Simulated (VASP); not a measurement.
Write the native input for VASP 6.6.1 that does the following.

```
Task                   : relaxation of cell and atoms
Functional             : r2SCAN
Potentials or basis    : VASP PAW PBE potentials, release 64 (Au)
Cutoff                 : 550 eV
k mesh                 : 11 × 11 × 11
Occupations            : fermi-dirac, width 0.05 eV
Spin                   : no spin polarisation
Dipole correction      : no
Further INCAR settings : ALGO = Normal; EDIFF = 1e-07; IBRION = 2; EDIFFG = -0.005; NSW = 80; ISIF = 3
```

Au:

```
Au
1.0
     0.00000    2.03500    2.03500
     2.03500    0.00000    2.03500
     2.03500    2.03500    0.00000
Au
1
Direct
  0.00000 0.00000 0.00000
```

The input as run:

POSCAR

```
Au
1.0
    0.0000000000      2.0350000000      2.0350000000
    2.0350000000      0.0000000000      2.0350000000
    2.0350000000      2.0350000000      0.0000000000
Au
1
Direct
    0.0000000000      0.0000000000      0.0000000000
```

INCAR.step1

```
PREC = Accurate
ENCUT = 550
ISMEAR = -1
SIGMA = 0.05
LREAL = False
LASPH = True
NELM = 120
GGA = PE
ALGO = Normal
EDIFF = 1E-5
LWAVE = True
LCHARG = False
GGA_COMPAT = False
IBRION = 2
ISIF = 3
EDIFFG = -0.005
NELMIN = 4
NSW = 100
```

INCAR.step2

```
PREC = Accurate
ENCUT = 550
EDIFF = 1E-7
ISMEAR = -1
SIGMA = 0.05
LREAL = False
LASPH = True
NELM = 120
ALGO = Normal
ISIF = 3
LWAVE = False
LCHARG = False
METAGGA = R2SCAN
LMIXTAU = True
IBRION = 2
NSW = 80
EDIFFG = -0.005
ISTART = 1
GGA_COMPAT = False
NELMIN = 4
```

KPOINTS

```
Automatic mesh
0
Gamma
  11 11 11
```

Potentials or basis: VASP PAW PBE potentials, release 64 (Au).

The run is started by

```sh
$ cat potpaw_PBE.64/Au/POTCAR > POTCAR
$ cp INCAR.step1 INCAR
$ mpirun -np 1 vasp_std > vasp.out
$ cp INCAR.step2 INCAR
$ mpirun -np 1 vasp_std > vasp.out
```

It gave:

- Relaxed volume: 17.55 Å³/atom
- Relaxed cell: a = 2.917 Å, b = 2.917 Å, c = 2.917 Å, α = 60.00°, β = 60.00°, γ = 60.00°
- Space group after relaxing (to 0.05 Å): Fm-3m (No. 225)
- Energy gained by relaxing: 15.0 meV/atom
- Ionic steps: 4
- Pressure after relaxing: 0.0 GPa

Caveat: the PAW data sets were made with another functional, which shifts forces and pressure a little.

Wall time 2.4 min on 1 thread of Intel(R) Xeon(R) Platinum 8488C (Sapphire Rapids), on a shared host, peak memory 0.16 GiB.
